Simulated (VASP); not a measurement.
Write the native input for VASP 6.6.1 that does the following.

| Item | Value |
| --- | --- |
| Task | electric field gradients |
| Functional | LDA |
| Potentials or basis | VASP PAW LDA potentials, release 64 (B, As) |
| Cutoff | 520 eV |
| k mesh | 13 × 13 × 13 |
| Occupations | fermi-dirac, width 0.05 eV |
| Spin | no spin polarisation |
| Dipole correction | no |
| Further INCAR settings | ALGO = Normal; EDIFF = 1e-08; NBANDS = 11 |

The structure of BAs lies in POSCAR:

```
BAs
1.0
    0.0000000000      2.3964352742      2.3964352742
    2.3964352742      0.0000000000      2.3964352742
    2.3964352742      2.3964352742      0.0000000000
B As
1 1
Direct
    0.0000000000      0.0000000000      0.0000000000
    0.7500000000      0.7500000000      0.7500000000
```

One way to write it, as run:

INCAR

```
SYSTEM = BAs
PREC     = Accurate       ! precision mode
ENCUT    = 520            ! plane-wave cutoff, eV
EDIFF    = 1E-8           ! SCF threshold, eV
ISMEAR   = -1             ! smearing method
SIGMA    = 0.05           ! smearing width, eV
LREAL    = .FALSE.        ! projectors in reciprocal space
LASPH    = .TRUE.         ! aspherical terms in the spheres
NELM     = 80             ! most SCF steps
ALGO     = Normal         ! electronic algorithm
ISIF     = 2              ! what is computed and relaxed
LWAVE    = .FALSE.        ! write WAVECAR
LCHARG   = .FALSE.        ! write CHGCAR
LEFG     = .TRUE.       
NBANDS   = 11             ! bands
```

KPOINTS

```
regular mesh
0
G
  13 13 13
  0 0 0
```

Potentials or basis: VASP PAW LDA potentials, release 64 (B, As).

The run is started by

```bash
$ cat potpaw_LDA.64/B/POTCAR potpaw_LDA.64/As/POTCAR > POTCAR
$ mpirun -np 1 vasp_std > vasp.out
```

It gave:

```json
{
  "Pressure": "-4.4 GPa",
  "Band gap on the k mesh": "1.14 eV (least direct gap 3.24 eV)",
  "Largest electric field gradient by atom": "zero within the noise of the run"
}
```

Caveat: the cell stands under tension; an odd mesh through Γ misses points on the zone boundary, where band edges can lie.

Wall time 25 s on 1 thread of Intel(R) Xeon(R) 6975P-C (Granite Rapids), on a shared host, peak memory 0.15 GiB.
